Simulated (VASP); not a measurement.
Set up this calculation in VASP 6.6.1, as the native input.

* Task: single point
* Functional: PBE
* Potentials or basis: VASP PAW PBE potentials, release 64 (Na_pv)
* Cutoff: 520 eV
* k mesh: 15 × 15 × 8
* Occupations: gaussian, width 0.1 eV
* Spin: no spin polarisation
* Dipole correction: no
* Further INCAR settings: ALGO = Normal; EDIFF = 1e-07; NBANDS = 14

The structure of Na lies in POSCAR:

```
Na
1.0
    3.7670000000      0.0000000000      0.0000000000
   -1.8835000000      3.2623176961      0.0000000000
    0.0000000000      0.0000000000      6.1540000000
Na
2
Direct
    0.3333333333      0.6666666667      0.2500000000
    0.6666666667      0.3333333333      0.7500000000
```

This isn't the form of Na at room conditions, which is bcc.

The input as run:

INCAR

```
SYSTEM = Na
  ALGO = Normal
  EDIFF = 1E-7
  ENCUT = 520
  GGA = PE
  ISIF = 2
  ISMEAR = 0
  LASPH = .True.
  LCHARG = .False.
  LREAL = .False.
  LWAVE = .False.
  NBANDS = 14
  NELM = 100
  PREC = Accurate
  SIGMA = 0.1
```

KPOINTS

```
k-points
0
Gamma
  15 15 8
  0 0 0
```

Potentials or basis: VASP PAW PBE potentials, release 64 (Na_pv).

The run is started by

```console
$ cat potpaw_PBE.64/Na_pv/POTCAR > POTCAR
$ mpirun -np 1 vasp_std > vasp.out
```

Results of the run:

| Item | Value |
| --- | --- |
| Pressure | -0.2 GPa |
| Band gap on the k mesh | zero (bands 7 and 8 overlap by 4.28 eV) |

Run time: 65 s on 1 thread of Intel(R) Xeon(R) Platinum 8259CL CPU @ 2.50GHz (Skylake/Cascade Lake), on a shared host, peak memory 0.24 GiB.
